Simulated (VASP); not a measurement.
Crystal: SnO2.

```
Sn O
1.0
     3.22780    0.00000    0.00000
    -1.61390    2.79535    0.00000
     0.00000    0.00000    5.48987
Sn O
1 2
Direct
  0.00000 0.00000 0.00000
  0.33333 0.66667 0.18429
  0.66667 0.33333 0.81571
```

Base run:

```yaml
Program: VASP 6.6.1
Functional: PBE
Potentials_or_basis: VASP PAW PBE potentials, release 64 (Sn_d, O)
Cutoff: 520 eV
k_mesh: 12 × 12 × 6
Occupations: gaussian, width 0.02 eV
Spin: no spin polarisation
```

Its results: band gap on the k mesh 2.28 eV, indirect (least direct gap 2.61 eV); pressure 0.5 GPa; largest force 0.049 eV/Å.

Question: The run is repeated on the same cell with these changes: functional from PBE to r2SCAN. What comes out?

Answer: Band gap on the k mesh 2.81 eV, indirect (least direct gap 3.14 eV); pressure -4.8 GPa; largest force 0.452 eV/Å.

r2SCAN gives the wider gap, since meta-GGAs in the generalised Kohn-Sham scheme recover part of the derivative discontinuity.

Caveats: spin-orbit coupling is left out, which moves the levels of the heavy elements; the PAW data sets were made with another functional, which shifts forces and pressure a little (some runs).

A k mesh can miss the band edges.
